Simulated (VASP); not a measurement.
# Cu3N (Pm-3m) in VASP: settings compared

Aim: see how the results for Cu3N move with the level of theory and the settings. Levels: r2SCAN, PBE, PBEsol, LDA. Tasks: single point, relaxation of cell and atoms.

All numbers are computed with VASP 6.6.1; they aren't measurements. Logs are shortened: lines on timing, memory, paths and dates and some standing lists are left out, and cuts for length are marked.

### 1 The cell of the first run

Symmetry: Pm-3m, No. 221, cubic system. Conventional cell: a = 3.860 Å, b = 3.860 Å, c = 3.860 Å, α = 90.00°, β = 90.00°, γ = 90.00°. Cu (site symmetry 4/mmm) has 2 N at 1.93 Å within 2.6 Å. Within 2.6 Å of N (site symmetry m-3m) lie 6 Cu at 1.93 Å.

### 2 Single point, r2SCAN

Contents of POSCAR:

```
Cu3N
1.0
    3.8597150200      0.0000000000      0.0000000000
    0.0000000000      3.8597150200      0.0000000000
    0.0000000000      0.0000000000      3.8597150200
Cu N
3 1
Direct
    0.5000000000      0.0000000000      0.0000000000
    0.0000000000      0.5000000000      0.0000000000
    0.0000000000      0.0000000000      0.5000000000
    0.0000000000      0.0000000000      0.0000000000
```

Contents of INCAR.step1:

```
SYSTEM = Cu3N
PREC = Accurate ; ENCUT = 660
ISMEAR = -1 ; SIGMA = 0.1
LREAL = .FALSE. ; LASPH = .TRUE.
NELM = 120 ; NBANDS = 27
GGA = PE ; ALGO = Normal
EDIFF = 1E-5 ; LWAVE = .TRUE.
LCHARG = .FALSE. ; GGA_COMPAT = .FALSE.
```

Contents of INCAR.step2:

```
SYSTEM = Cu3N
PREC = Accurate ; ENCUT = 660
EDIFF = 1E-6 ; ISMEAR = -1
SIGMA = 0.1 ; LREAL = .FALSE.
LASPH = .TRUE. ; NELM = 120
ALGO = Normal ; ISIF = 2
LWAVE = .FALSE. ; LCHARG = .FALSE.
METAGGA = R2SCAN ; LMIXTAU = .TRUE.
NBANDS = 27 ; ISTART = 1
GGA_COMPAT = .FALSE.
```

Contents of KPOINTS:

```
regular mesh
0
G
  9 9 9
  0 0 0
```

Potentials or basis: VASP PAW PBE potentials, release 64 (Cu, N).

Run with:

```console
$ cat potpaw_PBE.64/Cu/POTCAR potpaw_PBE.64/N/POTCAR > POTCAR
$ cp INCAR.step1 INCAR
$ mpirun -np 1 vasp_std > vasp.out
$ cp INCAR.step2 INCAR
$ mpirun -np 1 vasp_std > vasp.out
```

OUTCAR:

```text
SYSTEM = Cu3N
   PREC = Accurate
   ENCUT = 660
   EDIFF = 1E-6
   ISMEAR = -1
   LREAL = .FALSE.
   LASPH = .TRUE.
   NELM = 120
   ISIF = 2
   METAGGA = R2SCAN
   ISTART = 1

 ion  position               nearest neighbor table
   1  0.500  0.000  0.000-   4 1.93   4 1.93   2 2.73   3 2.73   2 2.73   2 2.73   3 2.73   3 2.73
                             3 2.73   2 2.73
   2  0.000  0.500  0.000-   4 1.93   4 1.93   1 2.73   3 2.73   1 2.73   3 2.73   3 2.73   3 2.73
                             1 2.73   1 2.73
   3  0.000  0.000  0.500-   4 1.93   4 1.93   1 2.73   1 2.73   2 2.73   2 2.73   2 2.73   2 2.73
                             1 2.73   1 2.73
   4  0.000  0.000  0.000-   1 1.93   2 1.93   3 1.93   3 1.93   2 1.93   1 1.93

  LATTYP: Found a simple cubic cell.
 ALAT       =     3.8597150200

  Lattice vectors:

 A1 = (   3.8597150200,   0.0000000000,   0.0000000000)
 A2 = (   0.0000000000,   3.8597150200,   0.0000000000)
 A3 = (   0.0000000000,   0.0000000000,   3.8597150200)

Analysis of symmetry for initial positions (statically):
=====================================================================
 Subroutine PRICEL returns:
 Original cell was already a primitive cell.

 Routine SETGRP: Setting up the symmetry group for a
 simple cubic supercell.

 Subroutine GETGRP returns: Found 48 space group operations
 (whereof 48 operations were pure point group operations)
 out of a pool of 48 trial point group operations.

The static configuration has the point symmetry O_h .

Analysis of symmetry for dynamics (positions and initial velocities):
=====================================================================
 Subroutine PRICEL returns:
 Original cell was already a primitive cell.

 Routine SETGRP: Setting up the symmetry group for a
 simple cubic supercell.

 Subroutine GETGRP returns: Found 48 space group operations
 (whereof 48 operations were pure point group operations)
 out of a pool of 48 trial point group operations.

The dynamic configuration has the point symmetry O_h .

 Subroutine INISYM returns: Found 48 space group operations
 (whereof 48 operations are pure point group operations),
 and found     1 'primitive' translations

----------------------------------------------------------------------------------------

                                     Primitive cell

  volume of cell :      57.4997

  direct lattice vectors                    reciprocal lattice vectors
     3.859715020  0.000000000  0.000000000     0.259086486  0.000000000  0.000000000
     0.000000000  3.859715020  0.000000000     0.000000000  0.259086486  0.000000000
     0.000000000  0.000000000  3.859715020     0.000000000  0.000000000  0.259086486

  length of vectors
     3.859715020  3.859715020  3.859715020     0.259086486  0.259086486  0.259086486

  position of ions in fractional coordinates (direct lattice)
     0.500000000  0.000000000  0.000000000
     0.000000000  0.500000000  0.000000000
     0.000000000  0.000000000  0.500000000
     0.000000000  0.000000000  0.000000000

  ion indices of the primitive-cell ions
   primitive index   ion index
                 1           1
                 2           2
                 3           3
                 4           4

----------------------------------------------------------------------------------------

 KPOINTS: regular mesh

Automatic generation of k-mesh.
 Grid dimensions read from file:
 generate k-points for:    9    9    9

 Generating k-lattice:

  Cartesian coordinates                     Fractional coordinates (reciprocal lattice)
     0.028787387  0.000000000  0.000000000     0.111111111  0.000000000  0.000000000
     0.000000000  0.028787387  0.000000000     0.000000000  0.111111111  0.000000000
     0.000000000  0.000000000  0.028787387     0.000000000  0.000000000  0.111111111

  Length of vectors
     0.028787387  0.028787387  0.028787387

  Shift w.r.t. Gamma in fractional coordinates (k-lattice)
     0.000000000  0.000000000  0.000000000

 Subroutine IBZKPT returns following result:
 ===========================================

 Found     35 irreducible k-points:

 Following reciprocal coordinates:
            Coordinates               Weight
  0.000000  0.000000  0.000000      1.000000
  0.111111  0.000000  0.000000      6.000000
  0.222222  0.000000  0.000000      6.000000
  0.333333  0.000000  0.000000      6.000000
  0.444444  0.000000  0.000000      6.000000
  0.111111  0.111111  0.000000     12.000000
[... 16 lines left out ...]
  0.333333  0.333333  0.111111     24.000000
  0.444444  0.333333  0.111111     48.000000
 [... further k-points ...]
   k-points           NKPTS =     35   k-points in BZ     NKDIM =     35   number of bands    NBANDS=     27
   number of dos      NEDOS =    301   number of ions     NIONS =      4
   total plane-waves  NPLWV =  32768
   dimension x,y,z NGX =    32 NGY =   32 NGZ =   32
   dimension x,y,z NGXF=    64 NGYF=   64 NGZF=   64
   ions per type =               3   1
   NGX,Y,Z   is equivalent  to a cutoff of  13.78, 13.78, 13.78 a.u.
   NGXF,Y,Z  is equivalent  to a cutoff of  27.57, 27.57, 27.57 a.u.
 SYSTEM =  Cu3N
   PREC   = accura    normal or accurate (medium, high low for compatibility)
   ISTART =      1    job   : 0-new  1-cont  2-samecut
   ICHARG =      0    charge: 1-file 2-atom 10-const
   ISPIN  =      1    spin polarized calculation?
   LNONCOLLINEAR =      F non collinear calculations
   LSORBIT =      F    spin-orbit coupling
   LASPH  =      T    aspherical Exc in radial PAW
   ENCUT  =  660.0 eV  48.51 Ry    6.96 a.u.   8.09  8.09  8.09*2*pi/ulx,y,z
   NELM   =    120;   NELMIN=  2; NELMDL=  0     # of ELM steps
   EDIFF  = 0.1E-05   stopping-criterion for ELM
   LREAL  =      F    real-space projection
   EDIFFG = 0.1E-04   stopping-criterion for IOM
   NSW    =      0    number of steps for IOM
   IBRION =     -1    ionic relax: 0-MD 1-quasi-New 2-CG
   NFREE  =      0    steps in history (QN), initial steepest desc. (CG)
   ISIF   =      2    stress and relaxation
   ISYM   =      2    0-nonsym 1-usesym 2-fastsym
   POTIM  = 0.5000    time-step for ionic-motion
   TEBEG  =    0.0;   TEEND  =   0.0 temperature during run
   PSTRESS=    0.0 pullay stress
   NELECT =      38.0000    total number of electrons
   NUPDOWN=      -1.0000    fix difference up-down
   EMIN   =  10.00;   EMAX   =-10.00  energy-range for DOS
   EFERMI =   0.00;   METHOD = LEGACY
   ISMEAR =    -1;   SIGMA  =   0.10  broadening in eV -4-tet -1-fermi 0-gaus
   EFERMI_NEDOS =   21; number of points for ismear=-14 and -15
   IALGO  =     38    algorithm
   IMIX   =      4    mixing-type and parameters
     AMIX     =   0.40;   BMIX     =  1.00
     AMIX_MAG =   1.60;   BMIX_MAG =  1.00
  volume/ion in A,a.u.               =      14.37        97.01
  Fermi-wavevector in a.u.,A,eV,Ry     =   1.425982  2.694716 27.666432  2.033425
  Thomas-Fermi vector in A             =   2.546308
   LORBIT       =      0    0 simple, 1 ext, 2 COOP (PROOUT), +10 PAW based schemes
   METAGGA = R2SCAN    functional components
   LHFCALC =     F    Hartree Fock is set to
   AEXX    =    0.0000 exact exchange contribution
   IVDW    =     0    specifies the selected vdW correction
   LEPSILON=     F    determine dielectric tensor
   LRPA    =     F    only Hartree local field effects (RPA)
 non-spin polarized calculation
  energy-cutoff  :      660.00
  volume of cell :       57.50
 maximum number of plane-waves:      2248
   NGX = 17   NGY = 17   NGZ = 17

 number of electron      37.9999980 magnetization

 Free energy of the ion-electron system (eV)
  ---------------------------------------------------
  ext. energy  EPLUGINS =         0.00000000
  ---------------------------------------------------
  free energy    TOTEN  =       -40.66782679 eV

  energy without entropy =      -40.66648263  energy(sigma->0) =      -40.66715471

 E-fermi :   4.7389     XC(G=0): -11.2259

 val. band max:        4.2401805116   @ k =   0.4444   0.4444   0.4444
 cond. band min:       5.1605767524   @ k =   0.4444   0.4444   0.0000
 fundamental gap:      0.9203962408
 Fermi energy:         4.7389443199

 k-point     1 :       0.0000    0.0000    0.0000
  band No.  band energies     occupation
      1     -12.9943      2.00000
      2      -0.6567      2.00000
      3      -0.2981      2.00000
      4      -0.2981      2.00000
      5      -0.2981      2.00000
      6       0.6387      2.00000
[... 19 lines left out ...]
     26      16.9652      0.00000
     27      16.9652      0.00000

 k-point     2 :       0.1111    0.0000    0.0000
  band No.  band energies     occupation
      1     -12.9531      2.00000
      2      -0.9174      2.00000
      3      -0.4319      2.00000
      4      -0.4319      2.00000
      5      -0.3802      2.00000
      6       0.6507      2.00000
[... 19 lines left out ...]
     26      16.2198      0.00000
     27      16.3976      0.00000

 k-point     3 :       0.2222    0.0000    0.0000
  band No.  band energies     occupation
      1     -12.8453      2.00000
      2      -1.7125      2.00000
      3      -0.6755      2.00000
      4      -0.6755      2.00000
      5      -0.1630      2.00000
      6       0.6824      2.00000
[... 19 lines left out ...]
     26      14.8143      0.00000
     27      15.4039      0.00000

 k-point     4 :       0.3333    0.0000    0.0000
  band No.  band energies     occupation
      1     -12.7160      2.00000
      2      -2.4540      2.00000
      3      -0.8797      2.00000
      4      -0.8797      2.00000
      5       0.2107      2.00000
      6       0.7203      2.00000
[... 19 lines left out ...]
     26      14.5600      0.00000
     27      14.5736      0.00000
[... 516 lines left out ...]
      4      -1.4772      2.00000
      5       0.9288      2.00000
      6       1.0867      2.00000
[... 19 lines left out ...]
     26      15.3219      0.00000
     27      16.0487      0.00000

 k-point    23 :       0.3333    0.3333    0.1111
  band No.  band energies     occupation
      1     -12.3916      2.00000
      2      -2.5949      2.00000
      3      -2.5946      2.00000
      4      -1.5283      2.00000
      5       0.8964      2.00000
      6       1.1796      2.00000
[... 19 lines left out ...]
     26      15.1233      0.00000
     27      16.0300      0.00000

 k-point    24 :       0.4444    0.3333    0.1111
  band No.  band energies     occupation
      1     -12.3013      2.00000
      2      -2.9858      2.00000
      3      -2.6299      2.00000
      4      -1.6060      2.00000
      5       1.1511      2.00000
      6       1.2446      2.00000
[... 19 lines left out ...]
     26      15.0737      0.00000
     27      16.3186      0.00000

 [... further k-points ...]
[... 5 lines left out ...]
  --------------------------------------------------------------------------------------
  -------------------------------------------------------------------------------------
  Total       -2.0922853     -2.0922853     -2.0922853      0.0000000      0.0000000     -0.0000000
  in kB      -58.2996258    -58.2996258    -58.2996258      0.0000000      0.0000000     -0.0000000
  external PRESSURE =     -58.2996258 kB  Pullay stress =       0.0000000 kB

 VOLUME and BASIS-vectors are now :
 -----------------------------------------------------------------------------
  energy-cutoff  :      660.00
  volume of cell :       57.50
      direct lattice vectors                 reciprocal lattice vectors
     3.859715020  0.000000000  0.000000000     0.259086486  0.000000000  0.000000000
     0.000000000  3.859715020  0.000000000     0.000000000  0.259086486  0.000000000
     0.000000000  0.000000000  3.859715020     0.000000000  0.000000000  0.259086486

 POSITION                                       TOTAL-FORCE (eV/Angst)
 -----------------------------------------------------------------------------------
      1.92986      0.00000      0.00000         0.000000      0.000000      0.000000
      0.00000      1.92986      0.00000         0.000000      0.000000      0.000000
      0.00000      0.00000      1.92986         0.000000      0.000000      0.000000
      0.00000      0.00000      0.00000         0.000000      0.000000      0.000000
 -----------------------------------------------------------------------------------
    total drift:                                0.000000      0.000000     -0.000000

  FREE ENERGIE OF THE ION-ELECTRON SYSTEM (eV)
  ---------------------------------------------------
  free  energy   TOTEN  =       -40.6678267925 eV

  energy  without entropy=      -40.6664826333  energy(sigma->0) =      -40.66715471
```

It took 2.1 min on 1 thread of Intel Xeon Platinum 8488C (Sapphire Rapids), shared host; peak memory 0.22 GiB.

Results:

* Free energy: -40.6678 eV
* Pressure: -5.8 GPa
* Band gap on the k mesh: 0.92 eV (least direct gap 1.37 eV)

Caveat: the cell stands under tension; the PAW data sets were made with another functional, which shifts forces and pressure a little; an odd mesh through Γ misses points on the zone boundary, where band edges can lie. r2SCAN opens gaps a little over a GGA but as a rule still falls short of measured ones.

[end of part 1 of 4]
